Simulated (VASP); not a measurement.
# BaTe in VASP: notebook

The runs below take BaTe through single point, with PBE.

Everything below comes from runs of VASP 6.6.1. Logs are shortened: lines on timing, memory, paths and dates and some standing lists are left out, and cuts for length are marked.

### 1 The cell of the first run

The structure is tetragonal, space group I4/mmm (No. 139). The conventional cell has a = 4.896 Å, b = 4.896 Å, c = 7.100 Å, α = 90.00°, β = 90.00°, γ = 90.00°. Ba (site symmetry 4/mmm) has 6 Te at 3.46 to 3.55 Å within 4.6 Å. Te (site symmetry 4/mmm) has 6 Ba at 3.46 to 3.55 Å within 4.6 Å.

### 2 Single point, PBE (epitaxial xy strain -2.0%)

Contents of INCAR:

```
ALGO = Normal ; EDIFF = 1E-7
ENCUT = 520 ; GGA = PE
ISIF = 2 ; ISMEAR = 0
LASPH = True ; LCHARG = False
LREAL = False ; LWAVE = False
NBANDS = 15 ; NELM = 60
PREC = Accurate ; SIGMA = 0.01
```

Contents of KPOINTS:

```
k-points
0
Gamma
  4 4 4
```

Contents of POSCAR:

```
BaTe
1.0
    0.0000000000      3.4617391083      3.5498812151
    3.4617391083      0.0000000000      3.5498812151
    3.4617391083      3.4617391083      0.0000000000
Ba Te
1 1
Direct
    0.0000000000      0.0000000000      0.0000000000
    0.5000000000      0.5000000000      0.5000000000
```

Potentials or basis: VASP PAW PBE potentials, release 64 (Ba_sv, Te).

Run with:

```console
cat potpaw_PBE.64/Ba_sv/POTCAR potpaw_PBE.64/Te/POTCAR > POTCAR
mpirun -np 1 vasp_std > vasp.out
```

OUTCAR:

```text
EDIFF = 1E-7
   ENCUT = 520
   GGA = PE
   ISIF = 2
   ISMEAR = 0
   LASPH = True
   LREAL = False
   NELM = 60
   PREC = Accurate

 ion  position               nearest neighbor table
   1  0.000  0.000  0.000-   2 3.46   2 3.46   2 3.46   2 3.46   2 3.55   2 3.55
   2  0.500  0.500  0.500-   1 3.46   1 3.46   1 3.46   1 3.46   1 3.55   1 3.55

  LATTYP: Found a body centered tetragonal cell.
 ALAT       =     4.8956383964
 C/A-ratio  =     1.4502219844

  Lattice vectors:

 A1 = (  -3.4617391083,   0.0000000000,   3.5498812151)
 A2 = (   3.4617391083,   0.0000000000,   3.5498812151)
 A3 = (   0.0000000000,   3.4617391083,  -3.5498812151)

Analysis of symmetry for initial positions (statically):
=====================================================================
 Subroutine PRICEL returns:
 Original cell was already a primitive cell.

 Routine SETGRP: Setting up the symmetry group for a
 body centered tetragonal supercell.

 Subroutine GETGRP returns: Found 16 space group operations
 (whereof 16 operations were pure point group operations)
 out of a pool of 16 trial point group operations.

The static configuration has the point symmetry D_4h.

Analysis of symmetry for dynamics (positions and initial velocities):
=====================================================================
 Subroutine PRICEL returns:
 Original cell was already a primitive cell.

 Routine SETGRP: Setting up the symmetry group for a
 body centered tetragonal supercell.

 Subroutine GETGRP returns: Found 16 space group operations
 (whereof 16 operations were pure point group operations)
 out of a pool of 16 trial point group operations.

The dynamic configuration has the point symmetry D_4h.

 Subroutine INISYM returns: Found 16 space group operations
 (whereof 16 operations are pure point group operations),
 and found     1 'primitive' translations

----------------------------------------------------------------------------------------

                                     Primitive cell

  volume of cell :      85.0810

  direct lattice vectors                    reciprocal lattice vectors
     0.000000000  3.461739108  3.549881215    -0.144436072  0.144436072  0.140849783
     3.461739108  0.000000000  3.549881215     0.144436072 -0.144436072  0.140849783
     3.461739108  3.461739108  0.000000000     0.144436072  0.144436072 -0.140849783

  length of vectors
     4.958356007  4.958356007  4.895638396     0.248117350  0.248117350  0.248117350

  position of ions in fractional coordinates (direct lattice)
     0.000000000  0.000000000  0.000000000
     0.500000000  0.500000000  0.500000000

  ion indices of the primitive-cell ions
   primitive index   ion index
                 1           1
                 2           2

----------------------------------------------------------------------------------------

 KPOINTS: k-points

Automatic generation of k-mesh.
 Grid dimensions read from file:
 generate k-points for:    4    4    4

 Generating k-lattice:

  Cartesian coordinates                     Fractional coordinates (reciprocal lattice)
    -0.036109018  0.036109018  0.035212446     0.250000000  0.000000000  0.000000000
     0.036109018 -0.036109018  0.035212446     0.000000000  0.250000000  0.000000000
     0.036109018  0.036109018 -0.035212446     0.000000000  0.000000000  0.250000000

  Length of vectors
     0.062029338  0.062029338  0.062029338

  Shift w.r.t. Gamma in fractional coordinates (k-lattice)
     0.000000000  0.000000000  0.000000000

 Subroutine IBZKPT returns following result:
 ===========================================

 Found     13 irreducible k-points:

 Following reciprocal coordinates:
            Coordinates               Weight
  0.000000  0.000000  0.000000      1.000000
  0.250000 -0.000000  0.000000      8.000000
  0.500000 -0.000000  0.000000      4.000000
  0.250000  0.250000  0.000000      2.000000
  0.500000  0.250000  0.000000      8.000000
 -0.250000  0.250000  0.000000      4.000000
  0.500000  0.500000  0.000000      1.000000
  0.250000  0.000000  0.250000      4.000000
  0.500000 -0.000000  0.250000     16.000000
 -0.250000  0.000000  0.250000      8.000000
 -0.250000  0.500000  0.250000      4.000000
  0.500000  0.000000  0.500000      2.000000
 -0.250000  0.250000  0.500000      2.000000
   k-points           NKPTS =     13   k-points in BZ     NKDIM =     13   number of bands    NBANDS=     15
   number of dos      NEDOS =    301   number of ions     NIONS =      2
   total plane-waves  NPLWV =  57600
   dimension x,y,z NGX =    40 NGY =   40 NGZ =   36
   dimension x,y,z NGXF=    80 NGYF=   80 NGZF=   72
   ions per type =               1   1
   NGX,Y,Z   is equivalent  to a cutoff of  13.41, 13.41, 12.22 a.u.
   NGXF,Y,Z  is equivalent  to a cutoff of  26.82, 26.82, 24.45 a.u.
 SYSTEM =  unknown system
   PREC   = accura    normal or accurate (medium, high low for compatibility)
   ISTART =      0    job   : 0-new  1-cont  2-samecut
   ICHARG =      2    charge: 1-file 2-atom 10-const
   ISPIN  =      1    spin polarized calculation?
   LNONCOLLINEAR =      F non collinear calculations
   LSORBIT =      F    spin-orbit coupling
   LASPH  =      T    aspherical Exc in radial PAW
   ENCUT  =  520.0 eV  38.22 Ry    6.18 a.u.   9.22  9.22  9.10*2*pi/ulx,y,z
   NELM   =     60;   NELMIN=  2; NELMDL= -5     # of ELM steps
   EDIFF  = 0.1E-06   stopping-criterion for ELM
   LREAL  =      F    real-space projection
   EDIFFG = 0.1E-05   stopping-criterion for IOM
   NSW    =      0    number of steps for IOM
   IBRION =     -1    ionic relax: 0-MD 1-quasi-New 2-CG
   NFREE  =      0    steps in history (QN), initial steepest desc. (CG)
   ISIF   =      2    stress and relaxation
   ISYM   =      2    0-nonsym 1-usesym 2-fastsym
   POTIM  = 0.5000    time-step for ionic-motion
   TEBEG  =    0.0;   TEEND  =   0.0 temperature during run
   PSTRESS=    0.0 pullay stress
   NELECT =      16.0000    total number of electrons
   NUPDOWN=      -1.0000    fix difference up-down
   EMIN   =  10.00;   EMAX   =-10.00  energy-range for DOS
   EFERMI =   0.00;   METHOD = LEGACY
   ISMEAR =     0;   SIGMA  =   0.01  broadening in eV -4-tet -1-fermi 0-gaus
   EFERMI_NEDOS =   21; number of points for ismear=-14 and -15
   IALGO  =     38    algorithm
   IMIX   =      4    mixing-type and parameters
     AMIX     =   0.40;   BMIX     =  1.00
     AMIX_MAG =   1.60;   BMIX_MAG =  1.00
  volume/ion in A,a.u.               =      42.54       287.08
  Fermi-wavevector in a.u.,A,eV,Ry     =   0.937931  1.772432 11.969231  0.879714
  Thomas-Fermi vector in A             =   2.065091
   LORBIT       =      0    0 simple, 1 ext, 2 COOP (PROOUT), +10 PAW based schemes
   GGA     = PE    functional components
   LHFCALC =     F    Hartree Fock is set to
   AEXX    =    0.0000 exact exchange contribution
   IVDW    =     0    specifies the selected vdW correction
   LEPSILON=     F    determine dielectric tensor
   LRPA    =     F    only Hartree local field effects (RPA)
 non-spin polarized calculation
 Gauss-broadening in eV      SIGMA  =   0.01
  energy-cutoff  :      520.00
  volume of cell :       85.08
 maximum number of plane-waves:      2300
 NGX is ok and might be reduce to    40
   NGX = 19   NGY = 19   NGZ = 19

 number of electron      16.0000000 magnetization

 Free energy of the ion-electron system (eV)
  ---------------------------------------------------
  ext. energy  EPLUGINS =         0.00000000
  ---------------------------------------------------
  free energy    TOTEN  =        -8.59441571 eV

  energy without entropy =       -8.59441571  energy(sigma->0) =       -8.59441571

 E-fermi :   2.4668     XC(G=0):  -8.2735

 val. band max:        2.3581077409   @ k =   0.0000   0.0000   0.0000
 cond. band min:       3.8307067515   @ k =   0.5000   0.0000   0.5000
 fundamental gap:      1.4725990106
 Fermi energy:         2.4668259329

 k-point     1 :       0.0000    0.0000    0.0000
  band No.  band energies     occupation
      1     -24.6746      2.00000
      2      -9.8303      2.00000
      3      -9.8303      2.00000
      4      -9.8276      2.00000
      5      -7.2230      2.00000
      6       2.2930      2.00000
      7       2.3581      2.00000
      8       2.3581      2.00000
      9       5.1445      0.00000
     10       5.2292      0.00000
     11       5.3028      0.00000
     12       5.3028      0.00000
     13       5.8701      0.00000
     14       5.9270      0.00000
     15       9.3217      0.00000

 k-point     2 :       0.2500   -0.0000    0.0000
  band No.  band energies     occupation
      1     -24.6677      2.00000
      2     -10.0682      2.00000
      3      -9.8377      2.00000
      4      -9.8329      2.00000
      5      -6.8309      2.00000
      6       0.9543      2.00000
      7       1.6438      2.00000
      8       1.6564      2.00000
      9       5.4463      0.00000
     10       5.9441      0.00000
     11       5.9993      0.00000
     12       7.0837      0.00000
     13       7.4672      0.00000
     14       7.5173      0.00000
     15      10.6265      0.00000

 k-point     3 :       0.5000   -0.0000    0.0000
  band No.  band energies     occupation
      1     -24.6607      2.00000
      2     -10.2651      2.00000
      3      -9.8469      2.00000
      4      -9.8353      2.00000
      5      -6.4613      2.00000
      6       0.0719      2.00000
      7       1.1814      2.00000
      8       1.1898      2.00000
      9       6.5316      0.00000
     10       7.1022      0.00000
     11       7.2037      0.00000
     12       7.2675      0.00000
     13       9.2254      0.00000
     14       9.3877      0.00000
     15       9.6553      0.00000
[... 145 lines left out ...]
 k-point    12 :       0.5000    0.0000    0.5000
  band No.  band energies     occupation
      1     -24.6556      2.00000
      2     -10.0481      2.00000
      3      -9.9281      2.00000
      4      -9.9094      2.00000
      5      -7.0106      2.00000
      6       1.2336      2.00000
      7       1.9082      2.00000
      8       1.9541      2.00000
      9       3.8307      0.00000
     10       6.7383      0.00000
     11       7.0566      0.00000
     12       7.9843      0.00000
     13       8.0006      0.00000
     14       8.1603      0.00000
     15      10.1553      0.00000

 k-point    13 :      -0.2500    0.2500    0.5000
  band No.  band energies     occupation
      1     -24.6556      2.00000
      2      -9.9884      2.00000
      3      -9.9883      2.00000
      4      -9.9656      2.00000
      5      -6.8395      2.00000
      6       1.0936      2.00000
      7       1.4209      2.00000
      8       1.4209      2.00000
      9       5.7392      0.00000
     10       5.7392      0.00000
     11       7.2547      0.00000
     12       7.5911      0.00000
     13       8.1698      0.00000
     14      10.2030      0.00000
     15      10.3871      0.00000

------------------------ aborting loop because EDIFF is reached ----------------------------------------

  FORCE on cell =-STRESS in cart. coord.  units (eV):
  Direction    XX          YY          ZZ          XY          YZ          ZX
  --------------------------------------------------------------------------------------
  -------------------------------------------------------------------------------------
  Total        1.1370511      1.1370511      0.2081548      0.0000000      0.0000000     -0.0000000
  in kB       21.4120421     21.4120421      3.9198052      0.0000000      0.0000000     -0.0000000
  external PRESSURE =      15.5812964 kB  Pullay stress =       0.0000000 kB

 VOLUME and BASIS-vectors are now :
 -----------------------------------------------------------------------------
  energy-cutoff  :      520.00
  volume of cell :       85.08
      direct lattice vectors                 reciprocal lattice vectors
     0.000000000  3.461739108  3.549881215    -0.144436072  0.144436072  0.140849783
     3.461739108  0.000000000  3.549881215     0.144436072 -0.144436072  0.140849783
     3.461739108  3.461739108  0.000000000     0.144436072  0.144436072 -0.140849783

 POSITION                                       TOTAL-FORCE (eV/Angst)
 -----------------------------------------------------------------------------------
      0.00000      0.00000      0.00000         0.000000      0.000000      0.000000
      3.46174      3.46174      3.54988         0.000000      0.000000     -0.000000
 -----------------------------------------------------------------------------------
    total drift:                                0.000000     -0.000000     -0.000000

  FREE ENERGIE OF THE ION-ELECTRON SYSTEM (eV)
  ---------------------------------------------------
  free  energy   TOTEN  =        -8.5944157054 eV

  energy  without entropy=       -8.5944157054  energy(sigma->0) =       -8.59441571
```

It took 17 s on 1 thread of Intel Xeon Platinum 8375C at 2.90GHz (Ice Lake), shared host; peak memory 0.23 GiB.

What came out:

| Quantity | Value |
| --- | --- |
| Free energy | -8.5944 eV |
| Pressure | 1.6 GPa |
| Band gap on the k mesh | 1.47 eV, indirect (least direct gap 1.84 eV) |

Stress tensor (GPa, compression positive):
```
2.14 0.00 0.00
0.00 2.14 0.00
0.00 0.00 0.39
```

Caveat: the cell differs from its parent crystal (epitaxial xy strain -2.0%); spin-orbit coupling is left out, which moves the levels of the heavy elements.

### 3 Single point, PBE (epitaxial 111 strain +1.0%)

Contents of INCAR:

```
  PREC = Accurate
  ENCUT = 520
  EDIFF = 1E-7
  ISMEAR = 0
  SIGMA = 0.01
  LREAL = F
  LASPH = T
  NELM = 80
  ALGO = Normal
  ISIF = 2
  LWAVE = F
  LCHARG = F
  GGA = PE
  NBANDS = 15
```

Contents of KPOINTS:

```
regular mesh
0
Gamma
  4 4 4
```

Contents of POSCAR:

```
BaTe
1.0
   -0.0474385061      3.5202722075      3.5202722075
    3.5202722075     -0.0474385061      3.5202722075
    3.5202722075      3.5202722075     -0.0474385061
Ba Te
1 1
Direct
    0.0000000000      0.0000000000      0.0000000000
    0.5000000000      0.5000000000      0.5000000000
```

Potentials or basis: VASP PAW PBE potentials, release 64 (Ba_sv, Te).

Run with:

```console
cat potpaw_PBE.64/Ba_sv/POTCAR potpaw_PBE.64/Te/POTCAR > POTCAR
mpirun -np 1 vasp_std > vasp.out
```

It took 19 s on 1 thread of Intel Xeon Platinum 8375C at 2.90GHz (Ice Lake), shared host; peak memory 0.24 GiB.

It converged, with:

```yaml
Free_energy: -8.6193 eV
Pressure: 0.1 GPa
Band_gap_on_the_k_mesh: 1.55 eV, indirect (least direct gap 1.94 eV)
```

Stress tensor (GPa, compression positive):
```
0.06 0.15 0.15
0.15 0.06 0.15
0.15 0.15 0.06
```

Levels at points of the mesh, in eV from the valence-band top:
```
           k point  band 5  band 6  band 7  band 8  band 9  band 10  band 11  band 12
(0.00, 0.00, 0.00)   -9.50   -0.06   -0.06    0.00    2.70     2.85     2.85     3.00
(0.50, 0.00, 0.00)   -8.87   -2.19   -1.12   -1.05    4.10     4.56     4.67     4.85
(0.50, 0.50, 0.00)   -9.30   -1.17   -0.45   -0.40    1.55     4.31     4.43     5.36
(0.50, 0.50, 0.50)   -8.86   -2.17   -1.15   -1.15    4.07     4.64     4.80     4.80
```

Caveat: the cell differs from its parent crystal (epitaxial 111 strain +1.0%); spin-orbit coupling is left out, which moves the levels of the heavy elements. A k mesh can miss the band edges.

### 4 Single point, PBE (uniaxial z strain +2.0%)

INCAR: that of step 3 with these lines changed.

```diff
@@ -2,3 +2,3 @@
   ENCUT = 520
-  EDIFF = 1E-7
+  EDIFF = 1E-6
   ISMEAR = 0
@@ -7,3 +7,3 @@
   LASPH = T
-  NELM = 80
+  NELM = 60
   ALGO = Normal
```

KPOINTS is that of step 3.

Contents of POSCAR:

```
BaTe
1.0
    0.0000000000      3.5323868452      3.6030345821
    3.5323868452      0.0000000000      3.6030345821
    3.5323868452      3.5323868452      0.0000000000
Ba Te
1 1
Direct
    0.0000000000      0.0000000000      0.0000000000
    0.5000000000      0.5000000000      0.5000000000
```

Run with:

```console
cat potpaw_PBE.64/Ba_sv/POTCAR potpaw_PBE.64/Te/POTCAR > POTCAR
mpirun -np 1 vasp_std > vasp.out
```

It took 16 s on 1 thread of Intel Xeon Platinum 8375C at 2.90GHz (Ice Lake), shared host; peak memory 0.23 GiB.

Results (log left out):

```yaml
Free_energy: -8.6166 eV
Pressure: -0.2 GPa
Band_gap_on_the_k_mesh: 1.60 eV, indirect (least direct gap 1.96 eV)
```

Stress tensor (GPa, compression positive):
```
 0.16  0.00  0.00
 0.00  0.16  0.00
 0.00  0.00 -0.89
```

Levels at points of the mesh, in eV from the valence-band top:
| k point | band 4 | band 5 | band 6 | band 7 | band 8 | band 9 | band 10 | band 11 | band 12 | band 13 |
| --- | --- | --- | --- | --- | --- | --- | --- | --- | --- | --- |
| (0.00, 0.00, 0.00) | -12.31 | -9.45 | -0.04 | 0.00 | 0.00 | 2.70 | 2.85 | 2.97 | 2.97 | 3.48 |
| (0.50, 0.00, 0.00) | -12.32 | -8.84 | -2.13 | -1.06 | -1.05 | 4.11 | 4.62 | 4.74 | 4.79 | 6.76 |
| (0.50, 0.50, 0.00) | -12.37 | -9.26 | -1.18 | -0.36 | -0.36 | 1.60 | 4.30 | 4.44 | 5.33 | 5.56 |
| (0.50, 0.00, 0.50) | -12.38 | -9.26 | -1.11 | -0.42 | -0.40 | 1.60 | 4.29 | 4.47 | 5.38 | 5.49 |

Caveat: the cell differs from its parent crystal (uniaxial z strain +2.0%); spin-orbit coupling is left out, which moves the levels of the heavy elements.

(Part 1 of 2 ends here.)
